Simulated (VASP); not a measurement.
A run of VASP 6.6.1 is set up as follows.

INCAR

```
  ALGO = Normal
  EDIFF = 1E-6
  ENCUT = 520
  GGA = PE
  ISIF = 2
  ISMEAR = 0
  ISPIN = 2
  LASPH = True
  LCHARG = True
  LELF = True
  LMAXMIX = 4
  LORBIT = 11
  LREAL = False
  LVHAR = True
  LWAVE = False
  MAGMOM = 0 3.14 0 0 0
  NBANDS = 34
  NELM = 150
  PREC = Accurate
  SIGMA = 0.1
```

Contents of KPOINTS:

```
k-points
0
Gamma
  8 8 8
```

POSCAR

```
ZrNbSe3
1.0
    5.1434740139      0.0000000000      0.0000000000
    0.0000000000      5.1434740139      0.0000000000
    0.0000000000      0.0000000000      5.1434740139
Zr Nb Se
1 1 3
Direct
    0.5000000000      0.5000000000      0.5000000000
    0.0000000000      0.0000000000      0.0000000000
    0.5000000000      0.5000000000      0.0000000000
    0.0000000000      0.5000000000      0.5000000000
    0.5000000000      0.0000000000      0.5000000000
```

Potentials or basis: VASP PAW PBE potentials, release 64 (Zr_sv, Nb_sv, Se).

Run with:

```sh
$ cat potpaw_PBE.64/Zr_sv/POTCAR potpaw_PBE.64/Nb_sv/POTCAR potpaw_PBE.64/Se/POTCAR > POTCAR
$ mpirun -np 1 vasp_std > vasp.out
```

**Question.** Estimate the site moments.

**Answer.** Zr +0.05; Nb +2.41; Se -0.12 μB.

**Question.** What does it give for the pressure?

**Answer.** 0.1 GPa.
